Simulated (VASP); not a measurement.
A run of VASP 6.6.1:

The input INCAR:

```
ALGO = Normal
EDIFF = 1E-6
ENCUT = 520
GGA = PS
ISIF = 2
ISMEAR = -5
LASPH = T
LCHARG = T
LDAU = T
LDAUJ = 0
LDAUL = 2
LDAUPRINT = 1
LDAUTYPE = 2
LDAUU = 4
LELF = T
LMAXMIX = 4
LREAL = F
LVHAR = T
LWAVE = F
NBANDS = 12
NELM = 150
PREC = Accurate
SIGMA = 0.1
```

The input KPOINTS:

```
k-points
0
Gamma
  11 11 11
```

Contents of POSCAR:

```
Ti
1.0
   -1.7192585568      1.7192585568      1.7192585568
    1.7192585568     -1.7192585568      1.7192585568
    1.7192585568      1.7192585568     -1.7192585568
Ti
1
Direct
    0.0000000000      0.0000000000      0.0000000000
```

Potentials or basis: VASP PAW PBE potentials, release 64 (Ti_sv).

Run with:

```bash
$ cat potpaw_PBE.64/Ti_sv/POTCAR > POTCAR
$ mpirun -np 1 vasp_std > vasp.out
```

Hardware: 1 thread of AMD EPYC 9R45 96-Core Processor (Zen 5), on a shared host.

Task: How long does it take, and how much memory?

Result: Wall time 11 s on 1 thread of AMD EPYC 9R45 96-Core Processor (Zen 5), on a shared host, peak memory 0.11 GiB. Counts: scf iterations 16, k points 56.
